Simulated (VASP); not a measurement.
# SnO2 (P4_2/mnm) in VASP: further runs

Aim: see how the results for SnO2 move with the level of theory and the settings. Levels: PBE, PBE+D3(BJ), PBE+D4. Tasks: single point.

All numbers are computed with VASP 6.6.1; they aren't measurements. Logs are shortened: lines on timing, memory, paths and dates and some standing lists are left out, and cuts for length are marked.

## Step 1: The cell of the first run

Symmetry: P4_2/mnm, No. 136, tetragonal system. Conventional cell: a = 4.868 Å, b = 4.868 Å, c = 3.248 Å, α = 90.00°, β = 90.00°, γ = 90.00°. Sn (site symmetry mmm) has 6 O at 2.10 to 2.11 Å within 2.8 Å. O (site symmetry m2m) has 3 Sn at 2.10 to 2.11 Å and 1 O at 2.66 Å within 2.8 Å.

## Step 2: Single point, PBE, non-collinear spin, zero start, spin-orbit coupling (12.83 Å³/atom)

The input, INCAR:

```
SYSTEM = SnO2
PREC = Accurate ; ENCUT = 520
EDIFF = 1E-6 ; ISMEAR = 0
SIGMA = 0.05 ; LREAL = .FALSE.
LASPH = .TRUE. ; NELM = 150
ALGO = Normal ; ISIF = 2
LWAVE = .FALSE. ; LCHARG = .TRUE.
MAGMOM = 0 0 0 0 0 0 0 0 0 0 0 0 0 0 0 0 0 0 ; LORBIT = 11
LSORBIT = .TRUE. ; GGA_COMPAT = .FALSE.
LORBMOM = .TRUE. ; GGA = PE
LVHAR = .TRUE. ; NBANDS = 68
```

The input, KPOINTS:

```
Automatic mesh
0
G
  6 6 10
  0 0 0
```

The input, POSCAR:

```
SnO2
1.0
    4.8675541367      0.0000000000      0.0000000000
    0.0000000000      4.8675541367      0.0000000000
    0.0000000000      0.0000000000      3.2484541420
Sn O
2 4
Direct
    0.0000000000      0.0000000000      0.0000000000
    0.5000000000      0.5000000000      0.5000000000
    0.3070752066      0.3070752066      0.0000000000
    0.8070752066      0.1929247934      0.5000000000
    0.1929247934      0.8070752066      0.5000000000
    0.6929247934      0.6929247934      0.0000000000
```

Potentials or basis: VASP PAW PBE potentials, release 64 (Sn_d, O).

Command:

```
$ cat potpaw_PBE.64/Sn_d/POTCAR potpaw_PBE.64/O/POTCAR > POTCAR
$ mpirun -np 1 vasp_ncl > vasp.out
```

OUTCAR:

```text
SYSTEM = SnO2
   PREC = Accurate
   ENCUT = 520
   EDIFF = 1E-6
   ISMEAR = 0
   LREAL = .FALSE.
   LASPH = .TRUE.
   NELM = 150
   ISIF = 2
   LORBIT = 11
   LSORBIT = .TRUE.
   GGA = PE

 ion  position               nearest neighbor table
   1  0.000  0.000  0.000-   4 2.10   5 2.10   4 2.10   5 2.10   3 2.11   6 2.11
   2  0.500  0.500  0.500-   3 2.10   6 2.10   3 2.10   6 2.10   5 2.11   4 2.11
   3  0.307  0.307  0.000-   2 2.10   2 2.10   1 2.11
   4  0.807  0.193  0.500-   1 2.10   1 2.10   2 2.11
   5  0.193  0.807  0.500-   1 2.10   1 2.10   2 2.11
   6  0.693  0.693  0.000-   2 2.10   2 2.10   1 2.11

  LATTYP: Found a simple tetragonal cell.
 ALAT       =     4.8675541367
 C/A-ratio  =     0.6673688778

  Lattice vectors:

 A1 = (   4.8675541367,   0.0000000000,   0.0000000000)
 A2 = (   0.0000000000,   4.8675541367,   0.0000000000)
 A3 = (   0.0000000000,   0.0000000000,   3.2484541420)

Analysis of symmetry for initial positions (statically):
=====================================================================
 Subroutine PRICEL returns:
 Original cell was already a primitive cell.

 Routine SETGRP: Setting up the symmetry group for a
 simple tetragonal supercell.

 Subroutine GETGRP returns: Found 16 space group operations
 (whereof  8 operations were pure point group operations)
 out of a pool of 16 trial point group operations.

The static configuration has the point symmetry D_2h.
 The point group associated with its full space group is D_4h.

Analysis of symmetry for dynamics (positions and initial velocities):
=====================================================================
 Subroutine PRICEL returns:
 Original cell was already a primitive cell.

 Routine SETGRP: Setting up the symmetry group for a
 simple tetragonal supercell.

 Subroutine GETGRP returns: Found 16 space group operations
 (whereof  8 operations were pure point group operations)
 out of a pool of 16 trial point group operations.

The dynamic configuration has the point symmetry D_2h.
 The point group associated with its full space group is D_4h.

Analysis of structural, dynamic, and magnetic symmetry:
=====================================================================
 Subroutine PRICEL returns:
 Original cell was already a primitive cell.

 Routine SETGRP: Setting up the symmetry group for a
 simple tetragonal supercell.

 Subroutine GETGRP returns: Found 16 space group operations
 (whereof  8 operations were pure point group operations)
 out of a pool of 16 trial point group operations.

The overall configuration has the point symmetry D_2h.
 The point group associated with its full space group is D_4h.

 Subroutine INISYM returns: Found 16 space group operations
 (whereof  8 operations are pure point group operations),
 and found     1 'primitive' translations

----------------------------------------------------------------------------------------

                                     Primitive cell

  volume of cell :      76.9659

  direct lattice vectors                    reciprocal lattice vectors
     4.867554137  0.000000000  0.000000000     0.205441988  0.000000000  0.000000000
     0.000000000  4.867554137  0.000000000     0.000000000  0.205441988  0.000000000
     0.000000000  0.000000000  3.248454142     0.000000000  0.000000000  0.307838731

  length of vectors
     4.867554137  4.867554137  3.248454142     0.205441988  0.205441988  0.307838731

  position of ions in fractional coordinates (direct lattice)
     0.000000000  0.000000000  0.000000000
     0.500000000  0.500000000  0.500000000
     0.307075207  0.307075207  0.000000000
     0.807075207  0.192924793  0.500000000
     0.192924793  0.807075207  0.500000000
     0.692924793  0.692924793  0.000000000

  ion indices of the primitive-cell ions
   primitive index   ion index
                 1           1
                 2           2
                 3           3
                 4           4
                 5           5
                 6           6

----------------------------------------------------------------------------------------

 KPOINTS: Automatic mesh

Automatic generation of k-mesh.
 Grid dimensions read from file:
 generate k-points for:    6    6   10

 Generating k-lattice:

  Cartesian coordinates                     Fractional coordinates (reciprocal lattice)
     0.034240331  0.000000000  0.000000000     0.166666667  0.000000000  0.000000000
     0.000000000  0.034240331  0.000000000     0.000000000  0.166666667  0.000000000
     0.000000000  0.000000000  0.030783873     0.000000000  0.000000000  0.100000000

  Length of vectors
     0.034240331  0.034240331  0.030783873
[... 85 lines left out ...]
 Gauss-broadening in eV      SIGMA  =   0.05
  energy-cutoff  :      520.00
  volume of cell :       76.97
 maximum number of plane-waves:      4192
   NGX = 19   NGY = 19   NGZ = 13

 number of electron      51.9999986 magnetization       0.0000000      0.0000000     -0.0000000

 number of electron      51.9999986 magnetization       0.0000000      0.0000000      0.0000000

 number of electron      51.9999986 magnetization      -0.0000000     -0.0000000      0.0000000

 number of electron      51.9999986 magnetization      -0.0000000     -0.0000000     -0.0000000

 Free energy of the ion-electron system (eV)
  ---------------------------------------------------
  ext. energy  EPLUGINS =         0.00000000
  ---------------------------------------------------
  free energy    TOTEN  =       -37.37571783 eV

  energy without entropy =      -37.37571783  energy(sigma->0) =      -37.37571783

 E-fermi :   5.5176     XC(G=0): -10.8703

 val. band max:        5.3053885779   @ k =   0.0000   0.0000   0.0000
 cond. band min:       5.7994623362   @ k =   0.0000   0.0000   0.0000
 fundamental gap:      0.4940737583
 Fermi energy:         5.5176287477

 k-point     1 :       0.0000    0.0000    0.0000
  band No.  band energies     occupation
      1     -15.9053      1.00000
      2     -15.9053      1.00000
      3     -15.5417      1.00000
      4     -15.5417      1.00000
      5     -15.4687      1.00000
      6     -15.4687      1.00000
[... 1597 lines left out ...]
     63      14.5566      0.00000
     64      14.5566      0.00000

 [... further k-points ...]

 [bands above 64 left out]

------------------------ aborting loop because EDIFF is reached ----------------------------------------

  FORCE on cell =-STRESS in cart. coord.  units (eV):
  Direction    XX          YY          ZZ          XY          YZ          ZX
  --------------------------------------------------------------------------------------
  -------------------------------------------------------------------------------------
  Total       -1.2839244     -1.2839244     -1.1715501      0.0000000      0.0000000      0.0000000
  in kB      -26.7270923    -26.7270923    -24.3878272      0.0000000      0.0000000      0.0000000
  external PRESSURE =     -25.9473373 kB  Pullay stress =       0.0000000 kB

 VOLUME and BASIS-vectors are now :
 -----------------------------------------------------------------------------
  energy-cutoff  :      520.00
  volume of cell :       76.97
      direct lattice vectors                 reciprocal lattice vectors
     4.867554137  0.000000000  0.000000000     0.205441988  0.000000000  0.000000000
     0.000000000  4.867554137  0.000000000     0.000000000  0.205441988  0.000000000
     0.000000000  0.000000000  3.248454142     0.000000000  0.000000000  0.307838731

 POSITION                                       TOTAL-FORCE (eV/Angst)
 -----------------------------------------------------------------------------------
      0.00000      0.00000      0.00000        -0.000000      0.000000      0.000000
      2.43378      2.43378      1.62423        -0.000000      0.000000      0.000000
      1.49471      1.49471      0.00000        -0.012908     -0.012908     -0.000000
      3.92848      0.93907      1.62423        -0.012908      0.012908     -0.000000
      0.93907      3.92848      1.62423         0.012908     -0.012908      0.000000
      3.37285      3.37285      0.00000         0.012908      0.012908      0.000000
 -----------------------------------------------------------------------------------
    total drift:                               -0.000000      0.000000      0.000000

  FREE ENERGIE OF THE ION-ELECTRON SYSTEM (eV)
  ---------------------------------------------------
  free  energy   TOTEN  =       -37.3757178328 eV

  energy  without entropy=      -37.3757178328  energy(sigma->0) =      -37.37571783

 orbital moment (x)

 # of ion     p       d       tot
 ----------------------------------------
  1         0.000   0.000   0.000
  2         0.000   0.000   0.000
  3         0.000   0.000   0.000
  4         0.000   0.000   0.000
  5         0.000   0.000   0.000
  6         0.000   0.000   0.000
 ----------------------------------------
            0.000   0.000   0.000

 orbital moment (y)

 # of ion     p       d       tot
 ----------------------------------------
  1         0.000   0.000   0.000
  2         0.000   0.000   0.000
  3         0.000   0.000   0.000
  4        -0.000   0.000  -0.000
  5        -0.000   0.000  -0.000
  6         0.000   0.000   0.000
 ----------------------------------------
            0.000   0.000   0.000

 orbital moment (z)

 # of ion     p       d       tot
 ----------------------------------------
  1         0.000  -0.000  -0.000
  2         0.000   0.000   0.000
  3         0.000   0.000   0.000
  4         0.000   0.000   0.000
  5         0.000   0.000   0.000
  6         0.000   0.000   0.000
 ----------------------------------------
            0.000   0.000   0.000

 Spin-Orbit-Coupling matrix elements

 Ion:    1  E_soc:     -0.0725992
 l=   1
     0.0000000    -0.0064373    -0.0063168
    -0.0064373     0.0000000    -0.0064373
    -0.0063168    -0.0064373     0.0000000
 l=   2
     0.0000000    -0.0011180     0.0000000    -0.0011180    -0.0045831
    -0.0011180     0.0000000    -0.0034245    -0.0011317    -0.0011542
     0.0000000    -0.0034245     0.0000000    -0.0034245     0.0000000
    -0.0011180    -0.0011317    -0.0034245     0.0000000    -0.0011542
    -0.0045831    -0.0011542     0.0000000    -0.0011542     0.0000000
 l=   3
     0.0000000     0.0000000     0.0000000     0.0000000     0.0000000     0.0000000     0.0000000
     0.0000000     0.0000000     0.0000000     0.0000000     0.0000000     0.0000000     0.0000000
     0.0000000     0.0000000     0.0000000     0.0000000     0.0000000     0.0000000     0.0000000
     0.0000000     0.0000000     0.0000000     0.0000000     0.0000000     0.0000000     0.0000000
[... 89 lines left out ...]
 l=   2
     0.0000000     0.0000000     0.0000000     0.0000000     0.0000000
     0.0000000     0.0000000     0.0000000     0.0000000     0.0000000
     0.0000000     0.0000000     0.0000000     0.0000000     0.0000000
     0.0000000     0.0000000     0.0000000     0.0000000     0.0000000
     0.0000000     0.0000000     0.0000000     0.0000000     0.0000000
 l=   3
     0.0000000     0.0000000     0.0000000     0.0000000     0.0000000     0.0000000     0.0000000
     0.0000000     0.0000000     0.0000000     0.0000000     0.0000000     0.0000000     0.0000000
     0.0000000     0.0000000     0.0000000     0.0000000     0.0000000     0.0000000     0.0000000
     0.0000000     0.0000000     0.0000000     0.0000000     0.0000000     0.0000000     0.0000000
     0.0000000     0.0000000     0.0000000     0.0000000     0.0000000     0.0000000     0.0000000
     0.0000000     0.0000000     0.0000000     0.0000000     0.0000000     0.0000000     0.0000000
     0.0000000     0.0000000     0.0000000     0.0000000     0.0000000     0.0000000     0.0000000

 total charge

# of ion       s       p       d       tot
------------------------------------------
    1        0.881   1.004  10.311  12.196
    2        0.881   1.004  10.311  12.196
    3        1.561   3.468   0.000   5.029
    4        1.561   3.468   0.000   5.029
    5        1.561   3.468   0.000   5.029
    6        1.561   3.468   0.000   5.029
--------------------------------------------------
tot          8.007  15.879  20.622  44.508

 magnetization (x)

# of ion       s       p       d       tot
------------------------------------------
    1        0.000   0.000   0.000   0.000
    2        0.000   0.000   0.000   0.000
    3        0.000   0.000   0.000   0.000
    4        0.000   0.000   0.000   0.000
    5        0.000   0.000   0.000   0.000
    6        0.000   0.000   0.000   0.000
--------------------------------------------------
tot          0.000   0.000   0.000   0.000

 magnetization (y)

# of ion       s       p       d       tot
------------------------------------------
    1        0.000   0.000   0.000   0.000
    2        0.000   0.000   0.000   0.000
    3        0.000   0.000   0.000   0.000
    4        0.000   0.000   0.000   0.000
    5        0.000   0.000   0.000   0.000
    6        0.000   0.000   0.000   0.000
--------------------------------------------------
tot          0.000   0.000   0.000   0.000

 magnetization (z)

# of ion       s       p       d       tot
------------------------------------------
    1        0.000   0.000   0.000   0.000
    2        0.000   0.000   0.000   0.000
    3        0.000   0.000   0.000   0.000
    4        0.000   0.000   0.000   0.000
    5        0.000   0.000   0.000   0.000
    6        0.000   0.000   0.000   0.000
--------------------------------------------------
tot          0.000   0.000   0.000   0.000
```

It took 19 min on 1 thread of Oxide Virtual Turin-like, shared host; peak memory 0.53 GiB.

Results:

```yaml
Free_energy: -37.3757 eV
Pressure: -2.6 GPa
Largest_force: 0.018 eV/Å
Net_moment: 0.00 μB per cell
Valence_electrons_inside_the_program's_atomic_spheres: Sn 12.20; O 5.03
```

Forces in eV/Å, atoms in the order of the input:
```
Sn   0.000  0.000  0.000
Sn   0.000  0.000  0.000
O   -0.013 -0.013  0.000
O   -0.013  0.013  0.000
O    0.013 -0.013  0.000
O    0.013  0.013  0.000
```

Stress tensor (GPa, compression positive):
```
-2.67  0.00  0.00
 0.00 -2.67  0.00
 0.00  0.00 -2.44
```

Moments on the atoms (μB; x, y, z):
```
Sn  0.00 0.00 0.00
Sn  0.00 0.00 0.00
O   0.00 0.00 0.00
O   0.00 0.00 0.00
O   0.00 0.00 0.00
O   0.00 0.00 0.00
```

## Step 3: Single point, PBE+D3(BJ), non-collinear spin, zero start, spin-orbit coupling

This run uses another cell than the first one, of 12.58 Å³/atom.

The input, INCAR:

```
PREC = Accurate
ENCUT = 520
EDIFF = 1E-7
ISMEAR = 0
SIGMA = 0.05
LREAL = False
LASPH = True
NELM = 150
ALGO = Normal
ISIF = 2
LWAVE = False
LCHARG = True
LNONCOLLINEAR = True
MAGMOM = 0 0 0 0 0 0 0 0 0 0 0 0 0 0 0 0 0 0
LORBIT = 11
LSORBIT = True
GGA_COMPAT = False
LORBMOM = True
GGA = PE
IVDW = 12
LVHAR = True
NBANDS = 68
```

The input, KPOINTS:

```
regular mesh
0
Gamma
  6 6 10
```

The input, POSCAR:

```
SnO2
1.0
    4.8265116508      0.0000000000      0.0000000000
    0.0000000000      4.8265116508      0.0000000000
    0.0000000000      0.0000000000      3.2391527716
Sn O
2 4
Direct
    0.0000000000      0.0000000000      0.0000000000
    0.5000000000      0.5000000000      0.5000000000
    0.3065245299      0.3065245299      0.0000000000
    0.8065245299      0.1934754701      0.5000000000
    0.1934754701      0.8065245299      0.5000000000
    0.6934754701      0.6934754701      0.0000000000
```

Potentials or basis: VASP PAW PBE potentials, release 64 (Sn_d, O).

Command:

```
$ cat potpaw_PBE.64/Sn_d/POTCAR potpaw_PBE.64/O/POTCAR > POTCAR
$ mpirun -np 1 vasp_ncl > vasp.out
```

Wall time 16 min (1 thread of Oxide Virtual Turin-like, shared host); peak memory 0.54 GiB.

It converged, with:

```yaml
Free_energy: -38.6515 eV
Pressure: -2.2 GPa
Largest_force: 0.012 eV/Å
Net_moment: 0.00 μB per cell
Valence_electrons_inside_the_program's_atomic_spheres: Sn 12.24; O 5.04
Dispersion_energy_per_atom: -0.211 eV
```

Forces in eV/Å, atoms in the order of the input:
```
Sn   0.000  0.000  0.000
Sn   0.000  0.000  0.000
O   -0.009 -0.009  0.000
O   -0.009  0.009  0.000
O    0.009 -0.009  0.000
O    0.009  0.009  0.000
```

Stress tensor (GPa, compression positive):
```
-2.32  0.00  0.00
 0.00 -2.32  0.00
 0.00  0.00 -2.07
```

Moments on the atoms (μB; x, y, z):
```
Sn  0.00 0.00 0.00
Sn  0.00 0.00 0.00
O   0.00 0.00 0.00
O   0.00 0.00 0.00
O   0.00 0.00 0.00
O   0.00 0.00 0.00
```

(Part 1 of 2 ends here.)
